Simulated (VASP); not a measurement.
Here is a VASP 6.6.1 calculation.

Contents of INCAR:

```
ALGO = Normal ; EDIFF = 1E-7
ENCUT = 520 ; GGA = PE
ISIF = 2 ; ISMEAR = 0
ISPIN = 2 ; LASPH = True
LCHARG = True ; LELF = True
LMAXMIX = 4 ; LORBIT = 11
LREAL = False ; LVHAR = True
LWAVE = False ; MAGMOM = 0.54 0.66 0.3
NBANDS = 23 ; NELM = 150
PREC = Accurate ; SIGMA = 0.1
```

The input KPOINTS:

```
k-points
0
Gamma
  18 18 12
```

Contents of POSCAR:

```
CuOF
1.0
    3.2304055969      0.0000000028      0.0000000000
   -1.6152028009      2.7976133100      0.0000000000
    0.0000000000      0.0000000000      3.6935215368
Cu O F
1 1 1
Direct
    0.6666666667      0.3333333333      0.5000000000
    0.3333333333      0.6666666667      0.5000000000
    0.0000000000      0.0000000000      0.0000000000
```

Potentials or basis: VASP PAW PBE potentials, release 64 (Cu, O, F).

Command:

```console
$ cat potpaw_PBE.64/Cu/POTCAR potpaw_PBE.64/O/POTCAR potpaw_PBE.64/F/POTCAR > POTCAR
$ mpirun -np 1 vasp_std > vasp.out
```

Problem. Estimate the site moments.

Solution. Cu +0.49; O +0.60; F +0.26 μB.

Problem. Estimate the net moment.

Solution. 1.45 μB per cell.

Stress tensor (GPa, compression positive):
```
 1.00  0.00  0.00
 0.00  1.00  0.00
 0.00  0.00 -0.33
```

Caveat: a cell with one magnetic atom can't hold antiferromagnetic order, which such compounds often take.
